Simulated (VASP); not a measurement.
# Ga3AsP2 (I-4m2) in VASP: single point with PBE

Aim: the single point of Ga3AsP2 with PBE.

All numbers are computed with VASP 6.6.1; they aren't measurements. Logs are shortened: lines on timing, memory, paths and dates and some standing lists are left out, and cuts for length are marked.

**1. The cell of the first run**

It takes space group I-4m2 (No. 119, tetragonal). Conventional cell: a = 3.947 Å, b = 3.947 Å, c = 16.766 Å, α = 90.00°, β = 90.00°, γ = 90.00°. Within 3.2 Å of Ga (site symmetry -4m2) lie 4 P at 2.40 Å. Within 3.2 Å of Ga (site symmetry 2mm) lie 2 P at 2.40 Å and 2 As at 2.46 Å. P (site symmetry 2mm) has 4 Ga at 2.40 Å within 3.2 Å. As (site symmetry -4m2) has 4 Ga at 2.46 Å within 3.2 Å.

**2. Single point, PBE**

Input file POSCAR:

```
Ga3AsP2
1.0
   -1.9735282000      1.9735282000      8.3829168000
    1.9735282000     -1.9735282000      8.3829168000
    1.9735282000      1.9735282000     -8.3829168000
Ga P As
3 2 1
Direct
    0.0000000000      0.0000000000      0.0000000000
    0.6625270000      0.6625270000      0.0000000000
    0.3374730000      0.3374730000      0.0000000000
    0.5813000000      0.0813000000      0.5000000000
    0.9187000000      0.4187000000      0.5000000000
    0.2500000000      0.7500000000      0.5000000000
```

Input file INCAR.step1:

```
PREC = Accurate ; ENCUT = 520
EDIFF = 1E-6 ; ISMEAR = 0
SIGMA = 0.02 ; LREAL = F
LASPH = T ; NELM = 60
ALGO = Normal ; ISIF = 2
LWAVE = F ; LCHARG = T
GGA = PE ; NBANDS = 36
```

Input file KPOINTS.step1:

```
regular mesh
0
Gamma
  10 10 10
```

Input file INCAR.step2:

```
PREC = Accurate ; ENCUT = 520
EDIFF = 1E-6 ; ISMEAR = -5
SIGMA = 0.02 ; LREAL = F
LASPH = T ; NELM = 60
ALGO = Normal ; ISIF = 2
LWAVE = F ; LCHARG = F
GGA = PE ; LORBIT = 11
NEDOS = 2001 ; ICHARG = 11
```

Input file KPOINTS.step2:

```
regular mesh
0
Gamma
  15 15 15
```

Potentials or basis: VASP PAW PBE potentials, release 64 (Ga_d, P, As).

The run is started by

```bash
$ cat potpaw_PBE.64/Ga_d/POTCAR potpaw_PBE.64/P/POTCAR potpaw_PBE.64/As/POTCAR > POTCAR
$ cp INCAR.step1 INCAR
$ cp KPOINTS.step1 KPOINTS
$ mpirun -np 1 vasp_std > vasp.out
$ cp INCAR.step2 INCAR
$ cp KPOINTS.step2 KPOINTS
$ mpirun -np 1 vasp_std > vasp.out
```

OUTCAR:

```text
PREC = Accurate
   ENCUT = 520
   EDIFF = 1E-6
   ISMEAR = -5
   LREAL = F
   LASPH = T
   NELM = 60
   ISIF = 2
   GGA = PE
   LORBIT = 11
   ICHARG = 11

 ion  position               nearest neighbor table
   1  0.000  0.000  0.000-   5 2.40   4 2.40   4 2.40   5 2.40
   2  0.663  0.663  0.000-   4 2.40   4 2.40   6 2.46   6 2.46
   3  0.337  0.337  0.000-   5 2.40   5 2.40   6 2.46   6 2.46
   4  0.581  0.081  0.500-   2 2.40   2 2.40   1 2.40   1 2.40
   5  0.919  0.419  0.500-   3 2.40   3 2.40   1 2.40   1 2.40
   6  0.250  0.750  0.500-   2 2.46   3 2.46   3 2.46   2 2.46

  LATTYP: Found a body centered tetragonal cell.
 ALAT       =     3.9470564000
 C/A-ratio  =     4.2476802713

  Lattice vectors:

 A1 = (  -1.9735282000,   1.9735282000,   8.3829168000)
 A2 = (   1.9735282000,  -1.9735282000,   8.3829168000)
 A3 = (   1.9735282000,   1.9735282000,  -8.3829168000)

Analysis of symmetry for initial positions (statically):
=====================================================================
 Subroutine PRICEL returns:
 Original cell was already a primitive cell.

 Routine SETGRP: Setting up the symmetry group for a
 body centered tetragonal supercell.

 Subroutine GETGRP returns: Found  8 space group operations
 (whereof  8 operations were pure point group operations)
 out of a pool of 16 trial point group operations.

The static configuration has the point symmetry D_2d.

Analysis of symmetry for dynamics (positions and initial velocities):
=====================================================================
 Subroutine PRICEL returns:
 Original cell was already a primitive cell.

 Routine SETGRP: Setting up the symmetry group for a
 body centered tetragonal supercell.

 Subroutine GETGRP returns: Found  8 space group operations
 (whereof  8 operations were pure point group operations)
 out of a pool of 16 trial point group operations.

The dynamic configuration has the point symmetry D_2d.

 Subroutine INISYM returns: Found  8 space group operations
 (whereof  8 operations are pure point group operations),
 and found     1 'primitive' translations

----------------------------------------------------------------------------------------

                                     Primitive cell
[... 111 lines left out ...]
   PSTRESS=    0.0 pullay stress
   NELECT =      54.0000    total number of electrons
   NUPDOWN=      -1.0000    fix difference up-down
   EMIN   =  10.00;   EMAX   =-10.00  energy-range for DOS
   EFERMI =   0.00;   METHOD = LEGACY
   ISMEAR =    -5;   SIGMA  =   0.02  broadening in eV -4-tet -1-fermi 0-gaus
   EFERMI_NEDOS =   21; number of points for ismear=-14 and -15
   IALGO  =     38    algorithm
   IMIX   =      4    mixing-type and parameters
     AMIX     =   0.40;   BMIX     =  1.00
     AMIX_MAG =   1.60;   BMIX_MAG =  1.00
  volume/ion in A,a.u.               =      21.77       146.89
  Fermi-wavevector in a.u.,A,eV,Ry     =   1.219623  2.304753 20.238386  1.487479
  Thomas-Fermi vector in A             =   2.354868
   LORBIT       =     11    0 simple, 1 ext, 2 COOP (PROOUT), +10 PAW based schemes
   GGA     = PE    functional components
   LHFCALC =     F    Hartree Fock is set to
   AEXX    =    0.0000 exact exchange contribution
   IVDW    =     0    specifies the selected vdW correction
   LEPSILON=     F    determine dielectric tensor
   LRPA    =     F    only Hartree local field effects (RPA)
 non-spin polarized calculation
 Fermi weights with tetrahedron method with Bloechl corrections
  energy-cutoff  :      520.00
  volume of cell :      130.60
 maximum number of plane-waves:      3567
 NGX is ok and might be reduce to    70

 number of electron      53.9999997 magnetization

 Free energy of the ion-electron system (eV)
  ---------------------------------------------------
  ext. energy  EPLUGINS =         0.00000000
  ---------------------------------------------------
  free energy    TOTEN  =       -26.47973307 eV

  energy without entropy =      -26.47973307  energy(sigma->0) =      -26.47973307

 E-fermi :   4.0975     XC(G=0):  -9.5912

 val. band max:        4.0900942802   @ k =   0.0000   0.0000   0.0000
 cond. band min:       5.1298078315   @ k =   0.0000   0.0000   0.0000
 fundamental gap:      1.0397135513
 Fermi energy:         4.0974552279

 k-point     1 :       0.0000    0.0000    0.0000
  band No.  band energies     occupation
      1     -10.6273      2.00000
      2     -10.6022      2.00000
      3     -10.5433      2.00000
      4     -10.5433      2.00000
      5     -10.5319      2.00000
      6     -10.4958      2.00000
[... 829 lines left out ...]
     31       7.5521      0.00000
     32       8.0725      0.00000

 [... further k-points ...]

------------------------ aborting loop because EDIFF is reached ----------------------------------------

  FORCE on cell =-STRESS in cart. coord.  units (eV):
  Direction    XX          YY          ZZ          XY          YZ          ZX
  --------------------------------------------------------------------------------------
  -------------------------------------------------------------------------------------
  Total       -0.1377941     -0.1377941     -0.1580666      0.0000000      0.0000000      0.0000000
  in kB       -1.6904388     -1.6904388     -1.9391382      0.0000000      0.0000000      0.0000000
  external PRESSURE =      -1.7733386 kB  Pullay stress =       0.0000000 kB

 VOLUME and BASIS-vectors are now :
 -----------------------------------------------------------------------------
  energy-cutoff  :      520.00
  volume of cell :      130.60
      direct lattice vectors                 reciprocal lattice vectors
    -1.973528200  1.973528200  8.382916800     0.000000000  0.253353360  0.059645111
     1.973528200 -1.973528200  8.382916800     0.253353360  0.000000000  0.059645111
     1.973528200  1.973528200 -8.382916800     0.253353360  0.253353360  0.000000000

 POSITION                                       TOTAL-FORCE (eV/Angst)
 -----------------------------------------------------------------------------------
      0.00000      0.00000      0.00000        -0.000000      0.000000      0.000000
      0.00000      0.00000     11.10782        -0.000000     -0.000000     -0.016156
      0.00000      0.00000      5.65802         0.000000      0.000000      0.016156
      0.00000      1.97353      1.36306         0.000000     -0.000000     -0.000206
     -0.00000      1.97353      7.01985         0.000000     -0.000000      0.000206
      1.97353      0.00000      4.19146        -0.000000      0.000000      0.000000
 -----------------------------------------------------------------------------------
    total drift:                                0.000002     -0.000002     -0.000000

  FREE ENERGIE OF THE ION-ELECTRON SYSTEM (eV)
  ---------------------------------------------------
  free  energy   TOTEN  =       -26.4797330744 eV

  energy  without entropy=      -26.4797330744  energy(sigma->0) =      -26.47973307

 total charge

# of ion       s       p       d       tot
------------------------------------------
    1        0.861   0.796  10.002  11.660
    2        0.870   0.794   9.997  11.662
    3        0.870   0.794   9.997  11.662
    4        1.026   1.491   0.000   2.517
    5        1.026   1.491   0.000   2.517
    6        1.209   1.595   0.030   2.833
--------------------------------------------------
tot          5.862   6.962  30.026  42.850
```

OSZICAR.step1:

```text
N       E                     dE             d eps       ncg     rms          rms(c)
DAV:   1     0.422198535867E+03    0.42220E+03   -0.25260E+04  7796   0.215E+03
DAV:   2     0.352411026656E+02   -0.38696E+03   -0.37291E+03  7812   0.522E+02
DAV:   3    -0.240093869136E+02   -0.59250E+02   -0.57800E+02  8616   0.152E+02
DAV:   4    -0.270743429444E+02   -0.30650E+01   -0.30473E+01  9256   0.345E+01
DAV:   5    -0.271491918498E+02   -0.74849E-01   -0.74734E-01  9460   0.527E+00    0.646E+00
DAV:   6    -0.265373717174E+02    0.61182E+00   -0.11207E+00 10408   0.124E+01    0.383E+00
DAV:   7    -0.264822080977E+02    0.55164E-01   -0.53899E-01  8384   0.325E+00    0.149E+00
DAV:   8    -0.264841072902E+02   -0.18992E-02   -0.10061E-01  9260   0.364E+00    0.189E-01
DAV:   9    -0.264829845411E+02    0.11227E-02   -0.15462E-02  9896   0.195E+00    0.852E-02
DAV:  10    -0.264832915082E+02   -0.30697E-03   -0.20383E-03  9452   0.650E-01    0.518E-02
DAV:  11    -0.264835566696E+02   -0.26516E-03   -0.50644E-04  8972   0.264E-01    0.242E-02
DAV:  12    -0.264835828741E+02   -0.26205E-04   -0.97755E-05  9096   0.975E-02    0.110E-02
DAV:  13    -0.264835888880E+02   -0.60138E-05   -0.17824E-05  8476   0.287E-02    0.556E-03
DAV:  14    -0.264835891195E+02   -0.23158E-06   -0.12617E-06  6520   0.230E-02
   1 F= -.26483589E+02 E0= -.26483589E+02  d E =-.904050E-20
```

Run time: 86 min. Hardware: 1 thread of Intel Xeon Platinum 8259CL at 2.50GHz (Skylake/Cascade Lake), shared host; peak memory 1.5 GiB.

Results:

- Valence electrons inside the program's atomic spheres: Ga 11.66; P 2.52; As 2.83

Levels at points of the mesh, in eV from the valence-band top:
```
           k point  band 24  band 25  band 26  band 27  band 28  band 29  band 30  band 31
(0.00, 0.00, 0.00)    -2.00    -0.05     0.00     0.00     1.04     1.59     1.76     2.73
```
